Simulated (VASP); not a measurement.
Input of a VASP 6.6.1 run:

The input INCAR:

```
SYSTEM = Ga
ALGO = Normal ; EDIFF = 1E-6
ENCUT = 500 ; GGA = PS
GGA_COMPAT = .FALSE. ; ISIF = 2
ISMEAR = -1 ; LASPH = .TRUE.
LCHARG = .FALSE. ; LREAL = .FALSE.
LWAVE = .FALSE. ; NBANDS = 12
NELM = 120 ; PREC = Accurate
SIGMA = 0.05
```

File KPOINTS:

```
k-points
0
G
  10 10 10
  0 0 0
```

The input POSCAR:

```
Ga
1.0
    1.6435795551      1.6435795551      1.6435795551
   -1.6435795551      1.6435795551      1.6435795551
   -1.6435795551     -1.6435795551      1.6435795551
Ga
1
Direct
    0.0000000000      0.0000000000      0.0000000000
```

Potentials or basis: VASP PAW PBE potentials, release 64 (Ga_d).

Command:

```bash
$ cat potpaw_PBE.64/Ga_d/POTCAR > POTCAR
$ mpirun -np 1 vasp_std > vasp.out
```

Question: Estimate the pressure.

Answer: 0.4 GPa.

Caveat: the PAW data sets were made with another functional, which shifts forces and pressure a little.
